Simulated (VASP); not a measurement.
# WS2 (R3m) in VASP: further runs, part 2 of 3

VASP 6.6.1. The steps go on from the part before.

### 4 Single point, PBE+D3(BJ)

This run uses another cell than the first one, of 20.21 Å³/atom.

File INCAR:

```
ALGO     = Normal         # electronic algorithm
EDIFF    = 1E-6           # SCF threshold, eV
ENCUT    = 520            # plane-wave cutoff, eV
GGA      = PE             # functional
ISIF     = 2              # what is computed and relaxed
ISMEAR   = 0              # smearing method
IVDW     = 12             # dispersion correction
LASPH    = True           # aspherical terms in the spheres
LCHARG   = True           # write CHGCAR
LELF     = True           # ELF
LREAL    = False          # projectors in reciprocal space
LVHAR    = True         
LWAVE    = False          # write WAVECAR
NBANDS   = 20             # bands
NELM     = 100            # most SCF steps
PREC     = Accurate       # precision mode
SIGMA    = 0.05           # smearing width, eV
```

File KPOINTS:

```
k-points
0
Gamma
  12 12 12
```

File POSCAR:

```
WS2
1.0
    1.6259500000      0.9387426702      6.6193666667
   -1.6259500000      0.9387426702      6.6193666667
    0.0000000000     -1.8774853404      6.6193666667
W S
1 2
Direct
    0.9993440419      0.9993440419      0.9993440419
    0.7527816504      0.7527816504      0.7527816504
    0.5791743077      0.5791743077      0.5791743077
```

Potentials or basis: VASP PAW PBE potentials, release 64 (W_sv, S).

Launch:

```console
cat potpaw_PBE.64/W_sv/POTCAR potpaw_PBE.64/S/POTCAR > POTCAR
mpirun -np 1 vasp_std > vasp.out
```

OUTCAR:

```text
EDIFF = 1E-6
   ENCUT = 520
   GGA = PE
   ISIF = 2
   ISMEAR = 0
   IVDW = 12
   LASPH = True
   LREAL = False
   NELM = 100
   PREC = Accurate
 IVDW          = 12

 ion  position               nearest neighbor table
   1  0.999  0.999  0.999-   2 2.55   2 2.55   2 2.55   3 2.55   3 2.55   3 2.55
   2  0.753  0.753  0.753-   1 2.55   1 2.55   1 2.55
   3  0.579  0.579  0.579-   1 2.55   1 2.55   1 2.55

  LATTYP: Found a trigonal (rhomboedric) cell.
 ALAT       =     6.8804771834
 COS(alpha) =     0.8883118106

  Lattice vectors:

 A1 = (   1.6259500000,   0.9387426702,   6.6193666667)
 A2 = (  -1.6259500000,   0.9387426702,   6.6193666667)
 A3 = (   0.0000000000,  -1.8774853404,   6.6193666667)

Analysis of symmetry for initial positions (statically):
=====================================================================
 Subroutine PRICEL returns:
 Original cell was already a primitive cell.

 Routine SETGRP: Setting up the symmetry group for a
 trigonal (rhombohedral) supercell.

 Subroutine GETGRP returns: Found  6 space group operations
 (whereof  6 operations were pure point group operations)
 out of a pool of 12 trial point group operations.

The static configuration has the point symmetry C_3v.

Analysis of symmetry for dynamics (positions and initial velocities):
=====================================================================
 Subroutine PRICEL returns:
 Original cell was already a primitive cell.

 Routine SETGRP: Setting up the symmetry group for a
 trigonal (rhombohedral) supercell.

 Subroutine GETGRP returns: Found  6 space group operations
 (whereof  6 operations were pure point group operations)
 out of a pool of 12 trial point group operations.

The dynamic configuration has the point symmetry C_3v.

 Subroutine INISYM returns: Found  6 space group operations
[... 113 lines left out ...]
   EFERMI =   0.00;   METHOD = LEGACY
   ISMEAR =     0;   SIGMA  =   0.05  broadening in eV -4-tet -1-fermi 0-gaus
   EFERMI_NEDOS =   21; number of points for ismear=-14 and -15
   IALGO  =     38    algorithm
   IMIX   =      4    mixing-type and parameters
     AMIX     =   0.40;   BMIX     =  1.00
     AMIX_MAG =   1.60;   BMIX_MAG =  1.00
  volume/ion in A,a.u.               =      20.21       136.36
  Fermi-wavevector in a.u.,A,eV,Ry     =   1.234598  2.333051 20.738429  1.524232
  Thomas-Fermi vector in A             =   2.369281
   LORBIT       =      0    0 simple, 1 ext, 2 COOP (PROOUT), +10 PAW based schemes
   GGA     = PE    functional components
   LHFCALC =     F    Hartree Fock is set to
   AEXX    =    0.0000 exact exchange contribution
   IVDW    =    12    specifies the selected vdW correction
   LEPSILON=     F    determine dielectric tensor
   LRPA    =     F    only Hartree local field effects (RPA)
 non-spin polarized calculation
 Gauss-broadening in eV      SIGMA  =   0.05
  energy-cutoff  :      520.00
  volume of cell :       60.62
 maximum number of plane-waves:      1656
 NGX is ok and might be reduce to    54
   NGX = 25   NGY = 25   NGZ = 25

 number of electron      26.0000001 magnetization

 Free energy of the ion-electron system (eV)
  ---------------------------------------------------
  ext. energy  EPLUGINS =         0.00000000
  ---------------------------------------------------
  free energy    TOTEN  =       -23.11991423 eV

  energy without entropy =      -23.11991423  energy(sigma->0) =      -23.11991423

 E-fermi :   5.7747     XC(G=0): -10.3545

 val. band max:        5.4685485546   @ k =   0.5000   0.5000   0.5000
 cond. band min:       6.6148255092   @ k =  -0.1667   0.1667   0.0000
 fundamental gap:      1.1462769546
 Fermi energy:         5.7747492776

 k-point     1 :       0.0000    0.0000    0.0000
  band No.  band energies     occupation
      1     -68.9551      2.00000
      2     -33.0874      2.00000
      3     -32.9590      2.00000
      4     -32.9590      2.00000
      5      -8.6779      2.00000
      6      -7.3658      2.00000
[... 541 lines left out ...]
     19      13.0950      0.00000
     20      14.1219      0.00000

 [... further k-points ...]

------------------------ aborting loop because EDIFF is reached ----------------------------------------

 Edisp (eV)   -1.11781

 E8    (eV) :    -0.4695

  FORCE on cell =-STRESS in cart. coord.  units (eV):
  Direction    XX          YY          ZZ          XY          YZ          ZX
  --------------------------------------------------------------------------------------
  -------------------------------------------------------------------------------------
  Total      -5.62683    -5.62683   -10.02159     0.00000     0.00000     0.00000
  in kB    -148.71426  -148.71426  -264.86565     0.00000     0.00000     0.00000
  external pressure =     -187.43 kB  Pullay stress =        0.00 kB

 VOLUME and BASIS-vectors are now :
 -----------------------------------------------------------------------------
  energy-cutoff  :      520.00
  volume of cell :       60.62
      direct lattice vectors                 reciprocal lattice vectors
     1.625950000  0.938742670  6.619366667     0.307512531  0.177542443  0.050357285
    -1.625950000  0.938742670  6.619366667    -0.307512531  0.177542443  0.050357285
     0.000000000 -1.877485340  6.619366667     0.000000000 -0.355084885  0.050357285

 POSITION                                       TOTAL-FORCE (eV/Angst)
 -----------------------------------------------------------------------------------
      0.00000      0.00000     19.84507         0.000000      0.000000     -0.001549
      0.00000      0.00000     14.94881         0.000000      0.000000     -2.708129
      0.00000      0.00000     11.50130         0.000000      0.000000      2.709678
 -----------------------------------------------------------------------------------
    total drift:                               -0.000000     -0.000000      0.000265

  FREE ENERGIE OF THE ION-ELECTRON SYSTEM (eV)
  ---------------------------------------------------
  free  energy   TOTEN  =       -24.2377270294 eV

  energy  without entropy=      -24.2377270294  energy(sigma->0) =      -24.23772703
```

OSZICAR:

```text
N       E                     dE             d eps       ncg     rms          rms(c)
DAV:   1     0.193935970401E+03    0.19394E+03   -0.12852E+04  7560   0.127E+03
DAV:   2    -0.143761788073E+02   -0.20831E+03   -0.20174E+03  9008   0.332E+02
DAV:   3    -0.246916433152E+02   -0.10315E+02   -0.10185E+02  9452   0.690E+01
DAV:   4    -0.248515193865E+02   -0.15988E+00   -0.15975E+00  9220   0.938E+00
DAV:   5    -0.248543501820E+02   -0.28308E-02   -0.28307E-02  9488   0.131E+00    0.198E+01
DAV:   6    -0.235529229435E+02    0.13014E+01   -0.11771E+01  8240   0.199E+01    0.853E+00
DAV:   7    -0.232056891976E+02    0.34723E+00   -0.34524E+00  8144   0.943E+00    0.498E+00
DAV:   8    -0.231204459702E+02    0.85243E-01   -0.44699E-01  8680   0.419E+00    0.105E+00
DAV:   9    -0.231203051058E+02    0.14086E-03   -0.15446E-02  8924   0.810E-01    0.535E-01
DAV:  10    -0.231199493336E+02    0.35577E-03   -0.42392E-03  8572   0.487E-01    0.796E-02
DAV:  11    -0.231199009977E+02    0.48336E-04   -0.58951E-04  8740   0.167E-01    0.626E-02
DAV:  12    -0.231199055876E+02   -0.45899E-05   -0.12926E-04  8712   0.704E-02    0.168E-02
DAV:  13    -0.231199140556E+02   -0.84680E-05   -0.31645E-05  8468   0.366E-02    0.460E-03
DAV:  14    -0.231199142337E+02   -0.17806E-06   -0.24804E-06  8076   0.934E-03
   1 F= -.24237727E+02 E0= -.24237727E+02  d E =-.845766E-21
```

Wall time 8.2 min (1 thread of Intel Xeon 6975P-C (Granite Rapids), shared host); peak memory 0.49 GiB.

What came out:

```yaml
Free_energy: -24.2377 eV
Pressure: -18.7 GPa
Largest_force: 2.710 eV/Å
Band_gap_on_the_k_mesh: 1.15 eV (least direct gap 1.88 eV)
Dispersion_energy_per_atom: -0.373 eV
```

Forces on the atoms (eV/Å):
```
W    0.000  0.000 -0.002
S    0.000  0.000 -2.708
S    0.000  0.000  2.710
```

Caveat: the stress differs along the axes, from -26 to -15 GPa; spin-orbit coupling is left out, which moves the levels of the heavy elements; forces of over 1 eV/Å act on the atoms, so gaps and moduli don't describe the material at rest.

(Continued in part 3 of 3.)
